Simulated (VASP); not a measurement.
**Zr: single point with LDA**

The system is Zr.

```
CELL_PARAMETERS angstrom
2.69321 0.00000 0.00000
-1.34660 2.33239 0.00000
0.00000 0.00000 4.85723
ATOMIC_POSITIONS crystal
Zr 0.33333 0.66667 0.25000
Zr 0.66667 0.33333 0.75000
```

This cell differs from its parent crystal: volume scaled by 0.7.

| Quantity | Value |
| --- | --- |
| Program | VASP 6.6.1 |
| Task | single point |
| Functional | LDA |
| Potentials or basis | VASP PAW LDA potentials, release 64 (Zr_sv) |
| Cutoff | 520 eV |
| k mesh | 14 × 14 × 8 |
| Occupations | fermi-dirac, width 0.1 eV |
| Spin | no spin polarisation |
| Dipole correction | no |
| Further INCAR settings | ALGO = Normal; EDIFF = 1e-06; NBANDS = 19 |

```yaml
Pressure: 62.8 GPa
Band_gap_on_the_k_mesh: zero (band 12 reaches 15.40 eV, above the bottom of band 13 at 13.98 eV)
```

Levels at points of the mesh, in eV from the Fermi level:
```csv
k point,band 10,band 11,band 12,band 13,band 14,band 15
"(0.00, 0.00, 0.00)",-3.71,-0.43,1.18,1.18,1.95,1.95
"(0.50, 0.00, 0.00)",-3.90,-3.24,0.33,1.52,1.74,2.04
"(0.00, 0.00, 0.50)",-3.57,-0.40,-0.40,1.27,1.27,1.27
"(0.50, 0.00, 0.50)",-4.34,-2.65,-2.65,3.84,3.84,4.26
```

It took 19 s on 1 thread of Intel(R) Xeon(R) 6975P-C (Granite Rapids) (shared host), peak memory 0.16 GiB.
